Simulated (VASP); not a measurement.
# Zn (P6_3/mmc) in VASP: notebook, part 3 of 3

VASP 6.6.1.

### 5 Relaxation of shape and atoms at fixed volume, PBEsol (15.67 Å³/atom)

This run uses another cell than the first one, of 15.67 Å³/atom.

File INCAR:

```
SYSTEM = Zn
PREC = Accurate
ENCUT = 600
EDIFF = 1E-6
ISMEAR = 0
SIGMA = 0.1
LREAL = .False.
LASPH = .True.
NELM = 80
ALGO = Fast
ISIF = 4
LWAVE = .False.
LCHARG = .False.
GGA = PS
IBRION = 2
NSW = 50
EDIFFG = -0.01
```

File KPOINTS:

```
Automatic mesh
0
Gamma
  18 18 8
  0 0 0
```

File POSCAR:

```
Zn
1.0
    2.6463196431      0.0000000000      0.0000000000
   -1.3231598216      2.2917800375      0.0000000000
    0.0000000000      0.0000000000      5.1685033206
Zn
2
Direct
    0.3333333333      0.6666666667      0.2500000000
    0.6666666667      0.3333333333      0.7500000000
```

Potentials or basis: VASP PAW PBE potentials, release 64 (Zn).

Started as:

```
> cat potpaw_PBE.64/Zn/POTCAR > POTCAR
> mpirun -np 1 vasp_std > vasp.out
```

OUTCAR:

```text
SYSTEM = Zn
   PREC = Accurate
   ENCUT = 600
   EDIFF = 1E-6
   ISMEAR = 0
   LREAL = .False.
   LASPH = .True.
   NELM = 80
   ISIF = 4
   GGA = PS
   IBRION = 2
   NSW = 50
   EDIFFG = -0.01

 ion  position               nearest neighbor table
   1  0.333  0.667  0.250-   2 3.00   2 3.00   2 3.00   2 3.00   2 3.00   2 3.00
   2  0.667  0.333  0.750-   1 3.00   1 3.00   1 3.00   1 3.00   1 3.00   1 3.00

  LATTYP: Found a hexagonal cell.
 ALAT       =     2.6463196431
 C/A-ratio  =     1.9530910917

  Lattice vectors:

[... 290 lines left out ...]

 number of electron      24.0000023 magnetization

 Free energy of the ion-electron system (eV)
  ---------------------------------------------------
  ext. energy  EPLUGINS =         0.00000000
  ---------------------------------------------------
  free energy    TOTEN  =        -3.12231351 eV

  energy without entropy =       -3.12062555  energy(sigma->0) =       -3.12146953

 E-fermi :   2.5847     XC(G=0): -11.5266

 val. band max:        2.5797464200   @ k =   0.3889   0.2222   0.5000
 cond. band min:       2.8172433860   @ k =   0.3333   0.1667   0.1250
 fundamental gap:      0.2374969660
 Fermi energy:         2.5846699553

 k-point     1 :       0.0000    0.0000    0.0000
  band No.  band energies     occupation
      1      -7.4851      2.00000
      2      -5.8954      2.00000
      3      -5.1771      2.00000
      4      -4.8972      2.00000
      5      -4.8972      2.00000
      6      -4.8633      2.00000
[... 433 lines left out ...]
      3      -5.2973      2.00000
      4      -4.9263      2.00000
      5      -4.7186      2.00000
      6      -4.7082      2.00000
[... 8 lines left out ...]
     15       7.7214      0.00000
     16       9.4886      0.00000

 [... further k-points ...]
[... 5 lines left out ...]
  --------------------------------------------------------------------------------------
  -------------------------------------------------------------------------------------
  Total       -1.0960179     -1.0960179     -1.1066044      0.0000000      0.0000000      0.0000000
  in kB      -56.0206556    -56.0206556    -56.5617650      0.0000000      0.0000000      0.0000000
  external PRESSURE =     -56.2010254 kB  Pullay stress =       0.0000000 kB
[... 17 lines left out ...]
  FREE ENERGIE OF THE ION-ELECTRON SYSTEM (eV)
  ---------------------------------------------------
  free  energy   TOTEN  =        -3.1223135086 eV

  energy  without entropy=       -3.1206255493  energy(sigma->0) =       -3.12146953

 reached required accuracy - stopping structural energy minimisation
```

OSZICAR:

```text
N       E                     dE             d eps       ncg     rms          rms(c)
DAV:   1     0.100874417928E+03    0.10087E+03   -0.13895E+04  5984   0.257E+03
DAV:   2    -0.511568895344E+00   -0.10139E+03   -0.10008E+03  6032   0.315E+02
[... 26 lines left out ...]
   3 F= -.31221731E+01 E0= -.31213506E+01  d E =-.873474E-03
       N       E                     dE             d eps       ncg     rms          rms(c)
DAV:   1    -0.312583191257E+01   -0.36587E-02   -0.73572E-02  6992   0.263E+00    0.365E-01
RMM:   2    -0.312350352832E+01    0.23284E-02   -0.18768E-03  5920   0.515E-01    0.217E-01
RMM:   3    -0.312231273826E+01    0.11908E-02   -0.11385E-03  5920   0.287E-01    0.254E-02
RMM:   4    -0.312231382248E+01   -0.10842E-05   -0.58028E-05  5890   0.952E-02    0.110E-02
RMM:   5    -0.312231350857E+01    0.31391E-06   -0.52619E-06  4982   0.258E-02
   4 F= -.31223135E+01 E0= -.31214695E+01  d E =-.101390E-02
```

CONTCAR:

```text
Zn
   1.00000000000000
     2.6339094843819244    0.0000000000038188    0.0000000000000000
    -1.3169547422374206    2.2810325247775380   -0.0000000000000000
    -0.0000000000000000   -0.0000000000000000    5.2173228076394711
  Zn
     2
Direct
     0.3333333332999970    0.6666666667000030    0.2500000000000000
     0.6666666667000030    0.3333333332999970    0.7500000000000000

  0.00000000E+00  0.00000000E+00  0.00000000E+00
  0.00000000E+00  0.00000000E+00  0.00000000E+00
```

It took 1.9 min on 1 thread of Intel Xeon Platinum 8488C (Sapphire Rapids), shared host; peak memory 0.23 GiB.

What came out:

```yaml
Free_energy: -3.1223 eV
Energy_gained_by_relaxing: 0.5 meV/atom
Ionic_steps: 4
Pressure_after_relaxing: -5.6 GPa
Band_gap_on_the_k_mesh: zero (bands 12 and 13 overlap by 5.49 eV)
```

Step by step:
| step | energy change (eV) | largest force (eV/Å) | pressure (GPa) | volume (Å³) |
| --- | --- | --- | --- | --- |
| 1 | 0.0000 | 0.0000 | -5.33 | 31.35 |
| 2 | -0.0007 | 0.0000 | -5.78 | 31.35 |
| 3 | -0.0009 | 0.0000 | -5.41 | 31.35 |
| 4 | -0.0010 | 0.0000 | -5.62 | 31.35 |

Final structure:
```
Zn
1.0
     2.63391    0.00000    0.00000
    -1.31695    2.28103    0.00000
     0.00000    0.00000    5.21732
Zn
2
Cartesian
  0.0000 1.5207 1.3043
  1.3170 0.7603 3.9130
```

Caveat: the PAW data sets were made with another functional, which shifts forces and pressure a little.

### 6 Overview

| task | cell | cutoff (eV) | gap on the mesh (eV) | pressure (GPa) |
| --- | --- | --- | --- | --- |
| single point | a = 2.601, b = 2.601, c = 5.009 Å, angles 90.0, 90.0, 120.0°, 2 atoms | 520 | none | -1.2 |
| single point | a = 2.614, b = 2.614, c = 5.105 Å, angles 90.0, 90.0, 120.0°, 2 atoms | 520 | none | -3.4 |
| single point | a = 2.633, b = 2.633, c = 5.221 Å, angles 90.0, 90.0, 120.0°, 2 atoms | 520 | none | -5.4 |
| relaxation of shape and atoms at fixed volume | relaxed from a = 2.646, b = 2.646, c = 5.169 Å, angles 90.0, 90.0, 120.0°, 2 atoms | 600 | none | -5.6 |

Alike in all rows: level PBEsol; potentials or basis VASP PAW PBE potentials, release 64 (Zn); no spin polarisation; k mesh 18 × 18 × 8; smearing gaussian 0.1 eV.

Caveats: the PAW data sets were made with another functional, which shifts forces and pressure a little; the cell stands under tension (at least some runs).

Absolute energies hang on the potentials; compare differences alone.
